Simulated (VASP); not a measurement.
Input of a VASP 6.6.1 run:

File POSCAR:

```
LaLuAs2
1.0
    4.2232600530      0.0000000000      0.0000000000
    0.0000000000      4.2232600530      0.0000000000
    0.0000000000      0.0000000000      5.9521047156
La As Lu
1 2 1
Direct
    0.0000000000      0.0000000000      0.0000000000
    0.0000000000      0.0000000000      0.5000000000
    0.5000000000      0.5000000000      0.0000000000
    0.5000000000      0.5000000000      0.5000000000
```

Contents of INCAR.step1:

```
PREC = Accurate ; ENCUT = 520
ISMEAR = -1 ; SIGMA = 0.02
LREAL = False ; LASPH = True
NELM = 60 ; NBANDS = 31
GGA = PE ; ALGO = Normal
EDIFF = 1E-4 ; LWAVE = True
LCHARG = False
```

Contents of INCAR.step2:

```
PREC = Accurate ; ENCUT = 520
EDIFF = 1E-6 ; ISMEAR = -1
SIGMA = 0.02 ; LREAL = False
LASPH = True ; NELM = 60
ALGO = Normal ; ISIF = 2
LWAVE = False ; LCHARG = False
METAGGA = R2SCAN ; LMIXTAU = True
NBANDS = 31 ; ISTART = 1
```

Contents of KPOINTS:

```
Automatic mesh
0
Gamma
  6 6 4
```

Potentials or basis: VASP PAW PBE potentials, release 64 (La, As, Lu).

The run is started by

```console
$ cat potpaw_PBE.64/La/POTCAR potpaw_PBE.64/As/POTCAR potpaw_PBE.64/Lu/POTCAR > POTCAR
$ cp INCAR.step1 INCAR
$ mpirun -np 1 vasp_std > vasp.out
$ cp INCAR.step2 INCAR
$ mpirun -np 1 vasp_std > vasp.out
```

Q: Predict the band gap on the k mesh.

A: Zero (band 23 reaches 4.95 eV, above the bottom of band 24 at 4.76 eV).

Q: What does it give for the pressure?

A: 0.0 GPa.

Caveat: the PAW data sets were made with another functional, which shifts forces and pressure a little; spin-orbit coupling is left out, which moves the levels of the heavy elements.
